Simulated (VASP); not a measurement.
Runs of VASP 6.6.1 on SiHC. The structure is that of space group P4_2/mmc (No. 131), or close to it. The cells are those of the table. The cell was generated, and may not be a known phase.

```csv
task,cell,k mesh,cutoff (eV),gap on the mesh (eV),pressure (GPa),relaxed volume (Å³/atom)
single point,"a = 3.261, b = 3.261, c = 6.235 Å, 6 atoms",6 × 6 × 4,520,none,(a),-
relaxation of cell and atoms,"relaxed from a = 2.990, b = 2.990, c = 5.452 Å, 6 atoms",12 × 12 × 8,600,none,0.1,8.13
relaxation of cell and atoms,"relaxed from a = 3.261, b = 3.261, c = 6.235 Å, 6 atoms",6 × 6 × 4,600,none,-0.1,8.12
single point,"a = 2.990, b = 2.990, c = 5.452 Å, 6 atoms",6 × 6 × 4,520,none,0.0,-
single point,"a = 2.972, b = 2.972, c = 5.531 Å, 6 atoms",12 × 12 × 8,520,none,0.0,-
```

Alike in all rows: level PBE; potentials or basis VASP PAW PBE potentials, release 64 (Si, H, C); no spin polarisation; smearing gaussian 0.1 eV.

Problem. Fill in the values left out.

Solution. (a) -23.9.

Caveats: the stress differs along the axes, from -30 to -21 GPa (at least some runs); the volume moved by over 15 % at a fixed basis, so the end points are rough (at least some runs).

A gap of «none» marks levels without a gap at the run's occupations.
